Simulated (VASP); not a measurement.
Write the native input for VASP 6.6.1 that does the following.

| Property | Result |
| --- | --- |
| Task | single point |
| Functional | PBE |
| Potentials or basis | VASP PAW PBE potentials, release 64 (Ba_sv, Ti_sv, O) |
| Cutoff | 520 eV |
| k mesh | 6 × 6 × 6 |
| Occupations | fermi-dirac, width 0.02 eV |
| Spin | no spin polarisation |
| Dipole correction | no |
| Further INCAR settings | ALGO = Normal; EDIFF = 1e-07; NBANDS = 28 |

The structure of BaTiO3 lies in POSCAR:

```
BaTiO3
1.0
    4.0340374856      0.0000000000      0.0000000000
    0.0000000000      4.0340374856      0.0000000000
    0.0000000000      0.0000000000      3.9661354789
Ba Ti O
1 1 3
Direct
    0.0000000000      0.0000000000      0.0000000000
    0.5000000000      0.5000000000      0.5000000000
    0.5000000000      0.5000000000      0.0000000000
    0.5000000000      0.0000000000      0.5000000000
    0.0000000000      0.5000000000      0.5000000000
```

This cell differs from its parent crystal: epitaxial xy strain +1.0%.

One way to write it, as run:

INCAR

```
PREC = Accurate ; ENCUT = 520
EDIFF = 1E-7 ; ISMEAR = -1
SIGMA = 0.02 ; LREAL = False
LASPH = True ; NELM = 80
ALGO = Normal ; ISIF = 2
LWAVE = False ; LCHARG = False
GGA = PE ; NBANDS = 28
```

KPOINTS

```
regular mesh
0
Gamma
  6 6 6
```

Potentials or basis: VASP PAW PBE potentials, release 64 (Ba_sv, Ti_sv, O).

Launch:

```sh
$ cat potpaw_PBE.64/Ba_sv/POTCAR potpaw_PBE.64/Ti_sv/POTCAR potpaw_PBE.64/O/POTCAR > POTCAR
$ mpirun -np 1 vasp_std > vasp.out
```

It gave:

The pressure is 2.8 GPa and the band gap on the k mesh is 1.70 eV (least direct gap 1.85 eV).

Caveat: the cell differs from its parent crystal (epitaxial xy strain +1.0%); spin-orbit coupling is left out, which moves the levels of the heavy elements.

Run time: 42 s on 1 thread of AMD EPYC 9R45 96-Core Processor (Zen 5), on a shared host, peak memory 0.19 GiB.
